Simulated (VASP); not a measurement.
A run of VASP 6.6.1 is set up as follows.

File INCAR:

```
  PREC = Accurate
  ENCUT = 500
  EDIFF = 1E-6
  ISMEAR = 0
  SIGMA = 0.1
  LREAL = F
  LASPH = T
  NELM = 200
  ALGO = Normal
  ISIF = 2
  LWAVE = F
  LCHARG = F
  GGA = PE
  NBANDS = 33
  GGA_COMPAT = F
  LMAXMIX = 6
```

KPOINTS

```
regular mesh
0
Gamma
  6 6 2
```

File POSCAR:

```
PrAl3Mo2
1.0
    3.3710911852      0.0000000000      0.0000000000
    0.0000000000      3.3710911852      0.0000000000
    0.0000000000      0.0000000000      9.9474196748
Pr Al Mo
1 3 2
Direct
    0.0000000000      0.0000000000      0.0000000000
    0.5000000000      0.5000000000      0.2308128892
    0.5000000000      0.5000000000      0.5000000000
    0.5000000000      0.5000000000      0.7691871108
    0.0000000000      0.0000000000      0.3737479898
    0.0000000000      0.0000000000      0.6262520102
```

Potentials or basis: VASP PAW PBE potentials, release 64 (Pr_3, Al, Mo_sv), 4f in core.

The run is started by

```bash
$ cat potpaw_PBE.64/Pr_3/POTCAR potpaw_PBE.64/Al/POTCAR potpaw_PBE.64/Mo_sv/POTCAR > POTCAR
$ mpirun -np 1 vasp_std > vasp.out
```

Question: Estimate the band gap on the k mesh.

Answer: Zero (bands 24 and 25 overlap by 1.43 eV).

Question: Estimate the largest force.

Answer: 0.008 eV/Å.

Question: Predict the pressure.

Answer: 0.1 GPa.

Forces on the atoms (eV/Å):
```
Pr   0.000  0.000  0.000
Al   0.000  0.000 -0.008
Al   0.000  0.000  0.000
Al   0.000  0.000  0.008
Mo   0.000  0.000 -0.006
Mo   0.000  0.000  0.006
```

Caveat: spin-orbit coupling is left out, which moves the levels of the heavy elements; the 4f electrons are frozen in the core, so they carry no moment and show no levels. Spin polarisation is off, so any magnetic state and its effect on volume and gap are missing.
